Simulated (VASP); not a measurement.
# Ta2N in VASP: notebook

The runs below take Ta2N through single point, with PBE.

All numbers are computed with VASP 6.6.1; they aren't measurements. Logs are shortened: lines on timing, memory, paths and dates and some standing lists are left out, and cuts for length are marked.

## Step 1: The cell of the first run

The structure is trigonal, space group P3m1 (No. 156). The conventional cell has a = 3.113 Å, b = 3.113 Å, c = 4.870 Å, α = 90.00°, β = 90.00°, γ = 120.00°. Ta (site symmetry 3m) has 3 N at 2.18 Å and 3 Ta at 2.81 Å within 2.9 Å. Ta (site symmetry 3m) has 3 N at 2.32 Å and 3 Ta at 2.81 Å within 3.1 Å. Within 2.9 Å of N (site symmetry 3m) lie 6 Ta at 2.18 to 2.32 Å.

## Step 2: Single point, PBE (one atom moved)

INCAR reads:

```
SYSTEM = Ta2N
PREC = Accurate
ENCUT = 520
EDIFF = 1E-7
ISMEAR = 0
SIGMA = 0.1
LREAL = .FALSE.
LASPH = .TRUE.
NELM = 60
ALGO = Normal
ISIF = 2
LWAVE = .FALSE.
LCHARG = .FALSE.
GGA = PE
NBANDS = 20
```

KPOINTS reads:

```
regular mesh
0
G
  15 15 8
  0 0 0
```

POSCAR reads:

```
Ta2N
1.0
    3.1128615060      0.0000000000      0.0000000000
   -1.5564307530      2.6958171426      0.0000000000
    0.0000000000      0.0000000000      4.8698410000
Ta N
2 1
Direct
    0.6666666667      0.3333333333      0.7452890000
    0.3333333333      0.6666666667      0.3009137405
    0.0000000000      0.0000000000      0.0000000000
```

Potentials or basis: VASP PAW PBE potentials, release 64 (Ta_pv, N).

Started as:

```bash
$ cat potpaw_PBE.64/Ta_pv/POTCAR potpaw_PBE.64/N/POTCAR > POTCAR
$ mpirun -np 1 vasp_std > vasp.out
```

OUTCAR:

```text
SYSTEM = Ta2N
   PREC = Accurate
   ENCUT = 520
   EDIFF = 1E-7
   ISMEAR = 0
   LREAL = .FALSE.
   LASPH = .TRUE.
   NELM = 60
   ISIF = 2
   GGA = PE

 ion  position               nearest neighbor table
   1  0.667  0.333  0.745-   3 2.18   3 2.18   3 2.18   2 2.81   2 2.81   2 2.81   2 3.25   2 3.25
                             2 3.25
   2  0.333  0.667  0.301-   3 2.32   3 2.32   3 2.32   1 2.81   1 2.81   1 2.81   1 3.25   1 3.25
                             1 3.25
   3  0.000  0.000  0.000-   1 2.18   1 2.18   1 2.18   2 2.32   2 2.32   2 2.32

  LATTYP: Found a hexagonal cell.
 ALAT       =     3.1128615060
 C/A-ratio  =     1.5644258476

  Lattice vectors:

 A1 = (   3.1128615060,   0.0000000000,   0.0000000000)
 A2 = (  -1.5564307530,   2.6958171426,   0.0000000000)
 A3 = (   0.0000000000,   0.0000000000,   4.8698410000)

Analysis of symmetry for initial positions (statically):
=====================================================================
 Subroutine PRICEL returns:
 Original cell was already a primitive cell.

 Routine SETGRP: Setting up the symmetry group for a
 hexagonal supercell.

 Subroutine GETGRP returns: Found  6 space group operations
 (whereof  6 operations were pure point group operations)
 out of a pool of 24 trial point group operations.

The static configuration has the point symmetry C_3v.

Analysis of symmetry for dynamics (positions and initial velocities):
=====================================================================
 Subroutine PRICEL returns:
 Original cell was already a primitive cell.

 Routine SETGRP: Setting up the symmetry group for a
 hexagonal supercell.

 Subroutine GETGRP returns: Found  6 space group operations
 (whereof  6 operations were pure point group operations)
 out of a pool of 24 trial point group operations.

The dynamic configuration has the point symmetry C_3v.

 Subroutine INISYM returns: Found  6 space group operations
 (whereof  6 operations are pure point group operations),
 and found     1 'primitive' translations

----------------------------------------------------------------------------------------

                                     Primitive cell

  volume of cell :      40.8663

  direct lattice vectors                    reciprocal lattice vectors
     3.112861506  0.000000000  0.000000000     0.321247829  0.185472520  0.000000000
    -1.556430753  2.695817143  0.000000000     0.000000000  0.370945041  0.000000000
     0.000000000  0.000000000  4.869841000     0.000000000  0.000000000  0.205345513

  length of vectors
     3.112861506  3.112861506  4.869841000     0.370945041  0.370945041  0.205345513

  position of ions in fractional coordinates (direct lattice)
     0.666666667  0.333333333  0.745289000
     0.333333333  0.666666667  0.300913741
     0.000000000  0.000000000  0.000000000

  ion indices of the primitive-cell ions
   primitive index   ion index
                 1           1
                 2           2
                 3           3

----------------------------------------------------------------------------------------

 KPOINTS: regular mesh

Automatic generation of k-mesh.
 Grid dimensions read from file:
 generate k-points for:   15   15    8

 Generating k-lattice:

  Cartesian coordinates                     Fractional coordinates (reciprocal lattice)
     0.021416522  0.012364835  0.000000000     0.066666667  0.000000000  0.000000000
     0.000000000  0.024729669  0.000000000     0.000000000  0.066666667  0.000000000
     0.000000000  0.000000000  0.025668189     0.000000000  0.000000000  0.125000000

  Length of vectors
     0.024729669  0.024729669  0.025668189

  Shift w.r.t. Gamma in fractional coordinates (k-lattice)
     0.000000000  0.000000000  0.000000000

 Subroutine IBZKPT returns following result:
 ===========================================

 Found    192 irreducible k-points:

 Following reciprocal coordinates:
            Coordinates               Weight
  0.000000  0.000000  0.000000      1.000000
  0.066667  0.000000  0.000000      6.000000
  0.133333  0.000000  0.000000      6.000000
  0.200000  0.000000  0.000000      6.000000
  0.266667  0.000000  0.000000      6.000000
  0.333333  0.000000  0.000000      6.000000
[... 16 lines left out ...]
  0.333333  0.200000  0.000000     12.000000
  0.400000  0.200000  0.000000      6.000000
 [... further k-points ...]
   k-points           NKPTS =    192   k-points in BZ     NKDIM =    192   number of bands    NBANDS=     20
   number of dos      NEDOS =    301   number of ions     NIONS =      3
   total plane-waves  NPLWV =  20736
   dimension x,y,z NGX =    24 NGY =   24 NGZ =   36
   dimension x,y,z NGXF=    48 NGYF=   48 NGZF=   72
   ions per type =               2   1
   NGX,Y,Z   is equivalent  to a cutoff of  12.82, 12.82, 12.29 a.u.
   NGXF,Y,Z  is equivalent  to a cutoff of  25.63, 25.63, 24.58 a.u.
 SYSTEM =  Ta2N
   PREC   = accura    normal or accurate (medium, high low for compatibility)
   ISTART =      0    job   : 0-new  1-cont  2-samecut
   ICHARG =      2    charge: 1-file 2-atom 10-const
   ISPIN  =      1    spin polarized calculation?
   LNONCOLLINEAR =      F non collinear calculations
   LSORBIT =      F    spin-orbit coupling
   LASPH  =      T    aspherical Exc in radial PAW
   ENCUT  =  520.0 eV  38.22 Ry    6.18 a.u.   5.79  5.79  9.05*2*pi/ulx,y,z
   NELM   =     60;   NELMIN=  2; NELMDL= -5     # of ELM steps
   EDIFF  = 0.1E-06   stopping-criterion for ELM
   LREAL  =      F    real-space projection
   EDIFFG = 0.1E-05   stopping-criterion for IOM
   NSW    =      0    number of steps for IOM
   IBRION =     -1    ionic relax: 0-MD 1-quasi-New 2-CG
   NFREE  =      0    steps in history (QN), initial steepest desc. (CG)
   ISIF   =      2    stress and relaxation
   ISYM   =      2    0-nonsym 1-usesym 2-fastsym
   POTIM  = 0.5000    time-step for ionic-motion
   TEBEG  =    0.0;   TEEND  =   0.0 temperature during run
   PSTRESS=    0.0 pullay stress
   NELECT =      27.0000    total number of electrons
   NUPDOWN=      -1.0000    fix difference up-down
   EMIN   =  10.00;   EMAX   =-10.00  energy-range for DOS
   EFERMI =   0.00;   METHOD = LEGACY
   ISMEAR =     0;   SIGMA  =   0.10  broadening in eV -4-tet -1-fermi 0-gaus
   EFERMI_NEDOS =   21; number of points for ismear=-14 and -15
   IALGO  =     38    algorithm
   IMIX   =      4    mixing-type and parameters
     AMIX     =   0.40;   BMIX     =  1.00
     AMIX_MAG =   1.60;   BMIX_MAG =  1.00
  volume/ion in A,a.u.               =      13.62        91.93
  Fermi-wavevector in a.u.,A,eV,Ry     =   1.425852  2.694469 27.661374  2.033054
  Thomas-Fermi vector in A             =   2.546192
   LORBIT       =      0    0 simple, 1 ext, 2 COOP (PROOUT), +10 PAW based schemes
   GGA     = PE    functional components
   LHFCALC =     F    Hartree Fock is set to
   AEXX    =    0.0000 exact exchange contribution
   IVDW    =     0    specifies the selected vdW correction
   LEPSILON=     F    determine dielectric tensor
   LRPA    =     F    only Hartree local field effects (RPA)
 non-spin polarized calculation
 Gauss-broadening in eV      SIGMA  =   0.10
  energy-cutoff  :      520.00
  volume of cell :       40.87
 maximum number of plane-waves:      1112
   NGX = 11   NGY = 11   NGZ = 19

 number of electron      26.9999996 magnetization

 Free energy of the ion-electron system (eV)
  ---------------------------------------------------
  ext. energy  EPLUGINS =         0.00000000
  ---------------------------------------------------
  free energy    TOTEN  =       -33.97773976 eV

  energy without entropy =      -33.97120842  energy(sigma->0) =      -33.97447409

 E-fermi :   7.4472     XC(G=0): -12.8506

 val. band max:        7.4350577434   @ k =   0.2000   0.0000   0.1250
 cond. band min:       7.4505758148   @ k =   0.0667   0.0667   0.0000
 fundamental gap:      0.0155180715
 Fermi energy:         7.4472064479

 k-point     1 :       0.0000    0.0000    0.0000
  band No.  band energies     occupation
      1     -28.2236      2.00000
      2     -27.4814      2.00000
      3     -27.4814      2.00000
      4     -27.2997      2.00000
      5     -27.2997      2.00000
      6     -27.1947      2.00000
[... 12 lines left out ...]
     19       8.2831      0.00000
     20      12.8701      0.00000

 k-point     2 :       0.0667    0.0000    0.0000
  band No.  band energies     occupation
      1     -28.2108      2.00000
      2     -27.5120      2.00000
      3     -27.4909      2.00000
      4     -27.3256      2.00000
      5     -27.3017      2.00000
      6     -27.1948      2.00000
[... 12 lines left out ...]
     19       8.7196      0.00000
     20      12.6828      0.00000

 k-point     3 :       0.1333    0.0000    0.0000
  band No.  band energies     occupation
      1     -28.1738      2.00000
      2     -27.5939      2.00000
      3     -27.5168      2.00000
      4     -27.3970      2.00000
      5     -27.3079      2.00000
      6     -27.2005      2.00000
[... 12 lines left out ...]
     19       9.3865      0.00000
     20      12.2689      0.00000

 k-point     4 :       0.2000    0.0000    0.0000
  band No.  band energies     occupation
      1     -28.1182      2.00000
      2     -27.7077      2.00000
      3     -27.5533      2.00000
      4     -27.4962      2.00000
      5     -27.3186      2.00000
      6     -27.2197      2.00000
[... 12 lines left out ...]
     19      10.3835      0.00000
     20      11.8978      0.00000

 k-point     5 :       0.2667    0.0000    0.0000
  band No.  band energies     occupation
      1     -28.0551      2.00000
      2     -27.8328      2.00000
      3     -27.5966      2.00000
      4     -27.5933      2.00000
      5     -27.3325      2.00000
      6     -27.2549      2.00000
[... 12 lines left out ...]
     19      11.0295      0.00000
     20      12.0843      0.00000
[... 353 lines left out ...]
      6     -27.3076      2.00000
[... 12 lines left out ...]
     19      11.8742      0.00000
     20      12.5925      0.00000

 k-point    22 :       0.2667    0.2000    0.0000
  band No.  band energies     occupation
      1     -27.9992      2.00000
      2     -27.9107      2.00000
      3     -27.8272      2.00000
      4     -27.5752      2.00000
      5     -27.4684      2.00000
      6     -27.3552      2.00000
[... 12 lines left out ...]
     19      12.2820      0.00000
     20      12.9987      0.00000

 k-point    23 :       0.3333    0.2000    0.0000
  band No.  band energies     occupation
      1     -28.0335      2.00000
      2     -27.9267      2.00000
      3     -27.8098      2.00000
      4     -27.5937      2.00000
      5     -27.4852      2.00000
      6     -27.4040      2.00000
[... 12 lines left out ...]
     19      12.1309      0.00000
     20      13.4893      0.00000

 k-point    24 :       0.4000    0.2000    0.0000
  band No.  band energies     occupation
      1     -28.0492      2.00000
      2     -27.9287      2.00000
      3     -27.8044      2.00000
      4     -27.5977      2.00000
      5     -27.4825      2.00000
      6     -27.4316      2.00000
[... 12 lines left out ...]
     19      11.7988      0.00000
     20      13.7413      0.00000

 [... further k-points ...]
[... 5 lines left out ...]
  --------------------------------------------------------------------------------------
  -------------------------------------------------------------------------------------
  Total       -0.5842823     -0.5842823      0.8784357      0.0000000     -0.0000000      0.0000000
  in kB      -22.9070054    -22.9070054     34.4393967      0.0000000     -0.0000000      0.0000000
  external PRESSURE =      -3.7915380 kB  Pullay stress =       0.0000000 kB

 VOLUME and BASIS-vectors are now :
 -----------------------------------------------------------------------------
  energy-cutoff  :      520.00
  volume of cell :       40.87
      direct lattice vectors                 reciprocal lattice vectors
     3.112861506  0.000000000  0.000000000     0.321247829  0.185472520  0.000000000
    -1.556430753  2.695817143  0.000000000     0.000000000  0.370945041  0.000000000
     0.000000000  0.000000000  4.869841000     0.000000000  0.000000000  0.205345513

 POSITION                                       TOTAL-FORCE (eV/Angst)
 -----------------------------------------------------------------------------------
      1.55643      0.89861      3.62944         0.000000     -0.000000      2.292638
     -0.00000      1.79721      1.46540        -0.000000      0.000000     -3.611413
      0.00000      0.00000      0.00000        -0.000000      0.000000      1.318774
 -----------------------------------------------------------------------------------
    total drift:                                0.000000     -0.000000      0.000451

  FREE ENERGIE OF THE ION-ELECTRON SYSTEM (eV)
  ---------------------------------------------------
  free  energy   TOTEN  =       -33.9777397618 eV

  energy  without entropy=      -33.9712084233  energy(sigma->0) =      -33.97447409
```

It took 53 s on 1 thread of Intel Xeon 6975P-C (Granite Rapids), shared host; peak memory 0.26 GiB.

What came out:

- Free energy: -33.9777 eV
- Pressure: -0.4 GPa
- Largest force: 3.611 eV/Å

Forces in eV/Å, atoms in the order of the input:
```
Ta   0.000  0.000  2.293
Ta   0.000  0.000 -3.611
N    0.000  0.000  1.319
```

Levels at points of the mesh, in eV from the Fermi level:
```csv
k point,band 10,band 11,band 12,band 13,band 14,band 15,band 16,band 17
"(0.00, 0.00, 0.00)",-5.11,-5.11,-0.87,-0.54,-0.54,0.19,0.51,0.51
"(0.00, 0.00, 0.50)",-5.39,-3.74,-1.94,-1.13,-1.13,1.95,2.40,2.40
```

Caveat: the cell differs from its parent crystal (one atom moved); spin-orbit coupling is left out, which moves the levels of the heavy elements; forces of over 1 eV/Å act on the atoms, so gaps and moduli don't describe the material at rest.

## Step 3: Single point, PBE (strained and its atoms moved)

INCAR reads:

```
PREC = Accurate ; ENCUT = 520
EDIFF = 1E-6 ; ISMEAR = 0
SIGMA = 0.1 ; LREAL = False
LASPH = True ; NELM = 60
ALGO = Normal ; ISIF = 2
LWAVE = False ; LCHARG = False
GGA = PE ; NBANDS = 20
```

KPOINTS reads:

```
Automatic mesh
0
Gamma
  15 15 8
```

POSCAR reads:

```
Ta2N
1.0
    3.0425108359      0.0000000000      0.0000000000
   -1.5212554180      2.6348916752      0.0000000000
    0.0000000000      0.0000000000      5.1980682834
Ta N
2 1
Direct
    0.6666666667      0.3333333333      0.7502164217
    0.3333333333      0.6666666667      0.2460251079
    0.0000000000      0.0000000000      0.0037584703
```

Potentials or basis: VASP PAW PBE potentials, release 64 (Ta_pv, N).

Started as:

```bash
$ cat potpaw_PBE.64/Ta_pv/POTCAR potpaw_PBE.64/N/POTCAR > POTCAR
$ mpirun -np 1 vasp_std > vasp.out
```

Run time: 50 s. Hardware: 1 thread of Intel Xeon 6975P-C (Granite Rapids), shared host; peak memory 0.26 GiB.

It converged, with:

```
Free energy   : -34.1994 eV
Pressure      : -3.2 GPa
Largest force : 1.381 eV/Å
```

Forces in eV/Å, atoms in the order of the input:
```
Ta   0.000  0.000 -0.932
Ta   0.000  0.000  1.381
N    0.000  0.000 -0.449
```

Stress tensor (GPa, compression positive):
```
  2.39   0.00   0.00
  0.00   2.39   0.00
  0.00   0.00 -14.44
```

Levels at points of the mesh, in eV from the Fermi level:
| k point | band 10 | band 11 | band 12 | band 13 | band 14 | band 15 | band 16 | band 17 |
| --- | --- | --- | --- | --- | --- | --- | --- | --- |
| (0.00, 0.00, 0.00) | -5.77 | -5.00 | -1.35 | -0.21 | -0.21 | 0.38 | 0.93 | 0.93 |
| (0.00, 0.00, 0.50) | -5.87 | -3.19 | -2.98 | -0.71 | -0.71 | 1.33 | 2.05 | 2.13 |

Caveat: the cell differs from its parent crystal (strained and its atoms moved); spin-orbit coupling is left out, which moves the levels of the heavy elements; forces of over 1 eV/Å act on the atoms, so gaps and moduli don't describe the material at rest.

(Continued in part 2 of 2.)
